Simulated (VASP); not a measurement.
# H2 in VASP: notebook

H2 is run at these levels: PBE+D4; tasks: single point.

All numbers are computed with VASP 6.6.1; they aren't measurements. Logs are shortened: lines on timing, memory, paths and dates and some standing lists are left out, and cuts for length are marked.

## 1. The cell of the first run

The cell holds a molecule in a box, 2 atoms: a = 10.000 Å, b = 10.000 Å, c = 10.000 Å, α = 90.00°, β = 90.00°, γ = 90.00°.

## 2. Single point, PBE+D4

INCAR

```
PREC = Accurate
ENCUT = 400
EDIFF = 1E-6
ISMEAR = 0
SIGMA = 0.02
LREAL = False
LASPH = True
NELM = 120
ALGO = Normal
ISIF = 2
LWAVE = False
LCHARG = False
GGA = PE
IVDW = 13
NBANDS = 8
GGA_COMPAT = False
NELMDL = -8
```

KPOINTS

```
Automatic mesh
0
Gamma
  1 1 1
```

POSCAR

```
H
1.0
   10.0000000000      0.0000000000      0.0000000000
    0.0000000000     10.0000000000      0.0000000000
    0.0000000000      0.0000000000     10.0000000000
H
2
Direct
    0.5000000000      0.5000000000      0.4630000000
    0.5000000000      0.5000000000      0.5370000000
```

Potentials or basis: VASP PAW PBE potentials, release 64 (H).

Launch:

```console
cat potpaw_PBE.64/H/POTCAR > POTCAR
mpirun -np 1 vasp_gam > vasp.out
```

OUTCAR:

```text
PREC = Accurate
   ENCUT = 400
   EDIFF = 1E-6
   ISMEAR = 0
   LREAL = False
   LASPH = True
   NELM = 120
   ISIF = 2
   GGA = PE
   IVDW = 13
   NELMDL = -8

 ion  position               nearest neighbor table
   1  0.500  0.500  0.463-   2 0.74
   2  0.500  0.500  0.537-   1 0.74

  LATTYP: Found a simple cubic cell.
 ALAT       =    10.0000000000

  Lattice vectors:

 A1 = (  10.0000000000,   0.0000000000,   0.0000000000)
 A2 = (   0.0000000000,  10.0000000000,   0.0000000000)
 A3 = (   0.0000000000,   0.0000000000,  10.0000000000)

Analysis of symmetry for initial positions (statically):
=====================================================================
 Subroutine PRICEL returns:
 Original cell was already a primitive cell.

 Routine SETGRP: Setting up the symmetry group for a
 simple cubic supercell.

 Subroutine GETGRP returns: Found 16 space group operations
 (whereof 16 operations were pure point group operations)
 out of a pool of 48 trial point group operations.

The static configuration has the point symmetry D_4h.

Analysis of symmetry for dynamics (positions and initial velocities):
=====================================================================
 Subroutine PRICEL returns:
 Original cell was already a primitive cell.

 Routine SETGRP: Setting up the symmetry group for a
 simple cubic supercell.

 Subroutine GETGRP returns: Found 16 space group operations
 (whereof 16 operations were pure point group operations)
 out of a pool of 48 trial point group operations.

The dynamic configuration has the point symmetry D_4h.

 Subroutine INISYM returns: Found 16 space group operations
 (whereof 16 operations are pure point group operations),
 and found     1 'primitive' translations

----------------------------------------------------------------------------------------

                                     Primitive cell

  volume of cell :    1000.0000

  direct lattice vectors                    reciprocal lattice vectors
    10.000000000  0.000000000  0.000000000     0.100000000  0.000000000  0.000000000
     0.000000000 10.000000000  0.000000000     0.000000000  0.100000000  0.000000000
     0.000000000  0.000000000 10.000000000     0.000000000  0.000000000  0.100000000

  length of vectors
[... 53 lines left out ...]
   LNONCOLLINEAR =      F non collinear calculations
   LSORBIT =      F    spin-orbit coupling
   LASPH  =      T    aspherical Exc in radial PAW
   ENCUT  =  400.0 eV  29.40 Ry    5.42 a.u.  16.31 16.31 16.31*2*pi/ulx,y,z
   NELM   =    120;   NELMIN=  2; NELMDL= -8     # of ELM steps
   EDIFF  = 0.1E-05   stopping-criterion for ELM
   LREAL  =      F    real-space projection
   EDIFFG = 0.1E-04   stopping-criterion for IOM
   NSW    =      0    number of steps for IOM
   IBRION =     -1    ionic relax: 0-MD 1-quasi-New 2-CG
   NFREE  =      0    steps in history (QN), initial steepest desc. (CG)
   ISIF   =      2    stress and relaxation
   ISYM   =      2    0-nonsym 1-usesym 2-fastsym
   POTIM  = 0.5000    time-step for ionic-motion
   TEBEG  =    0.0;   TEEND  =   0.0 temperature during run
   PSTRESS=    0.0 pullay stress
   NELECT =       2.0000    total number of electrons
   NUPDOWN=      -1.0000    fix difference up-down
   EMIN   =  10.00;   EMAX   =-10.00  energy-range for DOS
   EFERMI =   0.00;   METHOD = LEGACY
   ISMEAR =     0;   SIGMA  =   0.02  broadening in eV -4-tet -1-fermi 0-gaus
   EFERMI_NEDOS =   21; number of points for ismear=-14 and -15
   IALGO  =     38    algorithm
   IMIX   =      4    mixing-type and parameters
     AMIX     =   0.40;   BMIX     =  1.00
     AMIX_MAG =   1.60;   BMIX_MAG =  1.00
  volume/ion in A,a.u.               =     500.00      3374.17
  Fermi-wavevector in a.u.,A,eV,Ry     =   0.206261  0.389778  0.578844  0.042544
  Thomas-Fermi vector in A             =   0.968418
   LORBIT       =      0    0 simple, 1 ext, 2 COOP (PROOUT), +10 PAW based schemes
   GGA     = PE    functional components
   LHFCALC =     F    Hartree Fock is set to
   AEXX    =    0.0000 exact exchange contribution
   IVDW    =    13    specifies the selected vdW correction
   LEPSILON=     F    determine dielectric tensor
   LRPA    =     F    only Hartree local field effects (RPA)
 non-spin polarized calculation
 Gauss-broadening in eV      SIGMA  =   0.02
  energy-cutoff  :      400.00
  volume of cell :     1000.00
 maximum number of plane-waves:      9019
 NGX is ok and might be reduce to    70
   NGX = 33   NGY = 33   NGZ = 33

 number of electron       2.0000005 magnetization

 Free energy of the ion-electron system (eV)
  ---------------------------------------------------
  ext. energy  EPLUGINS =         0.00000000
  ---------------------------------------------------
  free energy    TOTEN  =        -6.75758297 eV

  energy without entropy =       -6.75758297  energy(sigma->0) =       -6.75758297

 E-fermi : -10.2424     XC(G=0):  -0.3810

 val. band max:      -10.3494636242   @ k =   0.0000   0.0000   0.0000
 cond. band min:      -0.1693487105   @ k =   0.0000   0.0000   0.0000
 fundamental gap:     10.1801149137
 Fermi energy:       -10.2424379390

 k-point     1 :       0.0000    0.0000    0.0000
  band No.  band energies     occupation
      1     -10.3495      2.00000
      2      -0.1693      0.00000
      3       0.4132      0.00000
      4       0.9574      0.00000
      5       0.9574      0.00000
      6       1.3494      0.00000
      7       1.3786      0.00000
      8       1.3794      0.00000

------------------------ aborting loop because EDIFF is reached ----------------------------------------

  DFT-D4 for vdW energy calculation

  Edisp (eV):   -0.00205

  FORCE on cell =-STRESS in cart. coord.  units (eV):
  Direction    XX          YY          ZZ          XY          YZ          ZX
  --------------------------------------------------------------------------------------
  -------------------------------------------------------------------------------------
  Total      -0.12326    -0.12326     0.11929    -0.00000     0.00000     0.00000
  in kB      -0.19749    -0.19749     0.19112    -0.00000     0.00000     0.00000
  external pressure =       -0.07 kB  Pullay stress =        0.00 kB

 VOLUME and BASIS-vectors are now :
 -----------------------------------------------------------------------------
  energy-cutoff  :      400.00
  volume of cell :     1000.00
      direct lattice vectors                 reciprocal lattice vectors
    10.000000000  0.000000000  0.000000000     0.100000000  0.000000000  0.000000000
     0.000000000 10.000000000  0.000000000     0.000000000  0.100000000  0.000000000
     0.000000000  0.000000000 10.000000000     0.000000000  0.000000000  0.100000000

 POSITION                                       TOTAL-FORCE (eV/Angst)
 -----------------------------------------------------------------------------------
      5.00000      5.00000      4.63000        -0.000000      0.000000     -0.371818
      5.00000      5.00000      5.37000         0.000000      0.000000      0.371818
 -----------------------------------------------------------------------------------
    total drift:                                0.000000      0.000000     -0.000000

  FREE ENERGIE OF THE ION-ELECTRON SYSTEM (eV)
  ---------------------------------------------------
  free  energy   TOTEN  =        -6.7596315798 eV

  energy  without entropy=       -6.7596315798  energy(sigma->0) =       -6.75963158
```

OSZICAR:

```text
N       E                     dE             d eps       ncg     rms          rms(c)
DAV:   1    -0.715590752560E+00   -0.71559E+00   -0.48085E+02    16   0.104E+02
DAV:   2    -0.742166935317E+01   -0.67061E+01   -0.67061E+01    32   0.266E+01
DAV:   3    -0.745797717530E+01   -0.36308E-01   -0.36308E-01    16   0.341E+00
[... 13 lines left out ...]
DAV:  17    -0.675754342268E+01   -0.67840E-04   -0.72294E-06    16   0.754E-03    0.265E-03
DAV:  18    -0.675757700175E+01   -0.33579E-04   -0.20674E-06    16   0.371E-03    0.361E-04
DAV:  19    -0.675758063827E+01   -0.36365E-05   -0.15906E-07    16   0.129E-03    0.409E-04
DAV:  20    -0.675758281923E+01   -0.21810E-05   -0.99416E-08    16   0.832E-04    0.272E-04
DAV:  21    -0.675758296696E+01   -0.14773E-06   -0.53413E-09    16   0.193E-04
   1 F= -.67596316E+01 E0= -.67596316E+01  d E =-.412945E-14
```

It took 30 s on 1 thread of AMD EPYC 7R43 (Zen 3), shared host; peak memory 0.57 GiB.

What came out:

```yaml
Free_energy: -6.7596 eV
Largest_force: 0.372 eV/Å
Gap_between_the_frontier_levels: 10.18 eV
Dispersion_energy_per_atom: -0.001 eV
```

Forces on the atoms (eV/Å):
```
H    0.000  0.000 -0.372
H    0.000  0.000  0.372
```

## 3. Single point, PBE+D4

INCAR

```
SYSTEM = H
ALGO = Normal ; EDIFF = 1E-6
ENCUT = 400 ; GGA = PE
GGA_COMPAT = .FALSE. ; ISIF = 2
ISMEAR = 0 ; IVDW = 13
LASPH = .TRUE. ; LCHARG = .TRUE.
LELF = .TRUE. ; LREAL = .FALSE.
LVHAR = .TRUE. ; LWAVE = .FALSE.
NBANDS = 8 ; NELM = 120
NELMDL = -8 ; PREC = Accurate
SIGMA = 0.02
```

KPOINTS

```
k-points
0
G
  1 1 1
  0 0 0
```

POSCAR

```
H
1.0
   10.0000000000      0.0000000000      0.0000000000
    0.0000000000     10.0000000000      0.0000000000
    0.0000000000      0.0000000000     10.0000000000
H
2
Direct
    0.5000000000      0.5000000000      0.4610000000
    0.5000000000      0.5000000000      0.5390000000
```

Potentials or basis: VASP PAW PBE potentials, release 64 (H).

Launch:

```console
cat potpaw_PBE.64/H/POTCAR > POTCAR
mpirun -np 1 vasp_gam > vasp.out
```

It took 40 s on 1 thread of AMD EPYC 7R43 (Zen 3), shared host; peak memory 0.58 GiB.

The run converged. Its results:

| Quantity | Value |
| --- | --- |
| Free energy | -6.7478 eV |
| Largest force | 0.908 eV/Å |
| Gap between the frontier levels | 9.99 eV |
| Dispersion energy per atom | -0.001 eV |

Forces in eV/Å, atoms in the order of the input:
```
H    0.000  0.000  0.908
H    0.000  0.000 -0.908
```

Levels at points of the mesh, in eV from the valence-band top:
```tsv
k point	band 1	band 2	band 3	band 4	band 5	band 6
(0.00, 0.00, 0.00)	0.00	9.99	10.44	11.10	11.10	11.51
```

## 4. Single point, PBE+D4

INCAR

```
ALGO = Normal ; EDIFF = 1E-6
ENCUT = 400 ; GGA = PE
GGA_COMPAT = False ; ISIF = 2
ISMEAR = 0 ; IVDW = 13
LASPH = True ; LCHARG = False
LREAL = False ; LWAVE = False
NBANDS = 8 ; NELM = 120
NELMDL = -8 ; PREC = Accurate
SIGMA = 0.02
```

KPOINTS

```
k-points
0
Gamma
  1 1 1
```

POSCAR

```
H
1.0
   10.0000000000      0.0000000000      0.0000000000
    0.0000000000     10.0000000000      0.0000000000
    0.0000000000      0.0000000000     10.0000000000
H
2
Direct
    0.5000000000      0.5000000000      0.4580000000
    0.5000000000      0.5000000000      0.5420000000
```

Launch:

```console
cat potpaw_PBE.64/H/POTCAR > POTCAR
mpirun -np 1 vasp_gam > vasp.out
```

Run time: 32 s. Hardware: 1 thread of AMD EPYC 7R43 (Zen 3), shared host; peak memory 0.57 GiB.

The run converged. Its results:

```yaml
Free_energy: -6.6492 eV
Largest_force: 2.278 eV/Å
Gap_between_the_frontier_levels: 9.72 eV
Dispersion_energy_per_atom: -0.001 eV
```

Forces on the atoms (eV/Å):
```
H    0.000  0.000  2.278
H    0.000  0.000 -2.278
```

Levels at points of the mesh, in eV from the valence-band top:
| k point | band 1 | band 2 | band 3 | band 4 |
| --- | --- | --- | --- | --- |
| (0.00, 0.00, 0.00) | 0.00 | 9.72 | 9.95 | 10.81 |

## 5. Single point, PBE+D4

INCAR

```
SYSTEM = H
PREC = Accurate
ENCUT = 400
EDIFF = 1E-6
ISMEAR = 0
SIGMA = 0.02
LREAL = .FALSE.
LASPH = .TRUE.
NELM = 120
ALGO = Normal
ISIF = 2
LWAVE = .FALSE.
LCHARG = .TRUE.
GGA = PE
IVDW = 13
LELF = .TRUE.
LVHAR = .TRUE.
NBANDS = 8
GGA_COMPAT = .FALSE.
NELMDL = -8
```

KPOINTS

```
regular mesh
0
G
  1 1 1
  0 0 0
```

POSCAR

```
H
1.0
   10.0000000000      0.0000000000      0.0000000000
    0.0000000000     10.0000000000      0.0000000000
    0.0000000000      0.0000000000     10.0000000000
H
2
Direct
    0.5000000000      0.5000000000      0.4545000000
    0.5000000000      0.5000000000      0.5455000000
```

Launch:

```console
cat potpaw_PBE.64/H/POTCAR > POTCAR
mpirun -np 1 vasp_gam > vasp.out
```

Run time: 45 s. Hardware: 1 thread of AMD EPYC 7R43 (Zen 3), shared host; peak memory 0.57 GiB.

It converged, with:

* Free energy: -6.4492 eV
* Largest force: 3.380 eV/Å
* Gap between the frontier levels: 9.37 eV
* Dispersion energy per atom: -0.002 eV

Forces on the atoms (eV/Å):
```
H    0.000  0.000  3.380
H    0.000  0.000 -3.380
```

Levels at points of the mesh, in eV from the valence-band top:
| k point | band 1 | band 2 | band 3 | band 4 | band 5 |
| --- | --- | --- | --- | --- | --- |
| (0.00, 0.00, 0.00) | 0.00 | 9.37 | 9.44 | 10.50 | 10.50 |

## 6. Summary

```tsv
cell	gap on the mesh (eV)	largest force (eV/Å)
as given, atomic positions A	10.18	0.37
as given, atomic positions B	9.99	0.91
as given, atomic positions C	9.72	2.28
as given, atomic positions D	9.37	3.38
```

Alike in all rows: task single point; level PBE+D4; potentials or basis VASP PAW PBE potentials, release 64 (H); no spin polarisation; k mesh 1 × 1 × 1; cutoff (eV) 400; smearing gaussian 0.02 eV.

Absolute energies hang on the potentials; compare differences alone.
